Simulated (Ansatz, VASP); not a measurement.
BN: VASP beside Ansatz

Contents of INCAR:

```
SYSTEM = BN
  PREC = Accurate
  ENCUT = 520
  EDIFF = 1E-7
  ISMEAR = 0
  SIGMA = 0.05
  LREAL = .False.
  LASPH = .True.
  NELM = 60
  ALGO = Normal
  ISIF = 2
  LWAVE = .False.
  LCHARG = .False.
  GGA = PE
  NBANDS = 16
```

KPOINTS

```
regular mesh
0
Gamma
  12 12 4
  0 0 0
```

POSCAR

```
BN
1.0
    2.5039917043      0.0000000000      0.0000000000
   -1.2519958522      2.1685204268      0.0000000000
    0.0000000000      0.0000000000      6.6612000000
B N
2 2
Direct
    0.3333333333      0.6666666667      0.2500000000
    0.6666666667      0.3333333333      0.7500000000
    0.3102761376      0.6551380688      0.7500000000
    0.6666666667      0.3333333333      0.2500000000
```

Input for Ansatz:

```yaml
crystal:
  lattice:
    - [2.5039917043, 0.0, 0.0]
    - [-1.2519958522, 2.1685204268, 0.0]
    - [0.0, 0.0, 6.6612]
  atoms:
    - { symbol: B, position: [0.3333333333, 0.6666666667, 0.25] }
    - { symbol: B, position: [0.6666666667, 0.3333333333, 0.75] }
    - { symbol: "N", position: [0.3102761376, 0.6551380688, 0.75] }
    - { symbol: "N", position: [0.6666666667, 0.3333333333, 0.25] }
basis:
  ecutwfc: 420
kpoints:
  mp_grid: { grid: [12, 12, 4] }
hamiltonian:
  xc: pbe
scf:
  occupations: { method: gaussian, width: 0.05 }
output:
  forces: true
  stress: true
  eigenvalues: true
```

Alike in both runs: task single point; functional PBE; k mesh 12 × 12 × 4; occupations gaussian, width 0.05 eV; no spin polarisation.

|  | VASP | Ansatz |
| --- | --- | --- |
| version | VASP 6.6.1 | Ansatz 0.2.0 |
| potentials or method | VASP PAW PBE potentials, release 64 (B, N), cutoff 520 eV | scalar-relativistic, plane waves, PAW |
| valence electrons in the cell | 16 | 16 |

VASP gave:

```
gap on the k mesh at the Fermi level (eV)                     : 4.20
least direct gap on the mesh (eV)                             : 4.59
pressure (GPa)                                                : 3.9
traceless stress, the component that is largest in VASP (GPa) : 2.65
rms of the force components (eV/Å)                            : 0.912
```

Question: Estimate Ansatz's values.

Answer: gap on the k mesh at the Fermi level (eV): 4.20; least direct gap on the mesh (eV): 4.60; pressure (GPa): 3.8; traceless stress, the component that is largest in VASP (GPa): 2.65; rms of the force components (eV/Å): 0.915.

Atom by atom the forces differ by 0.003 eV/Å (rms over components).
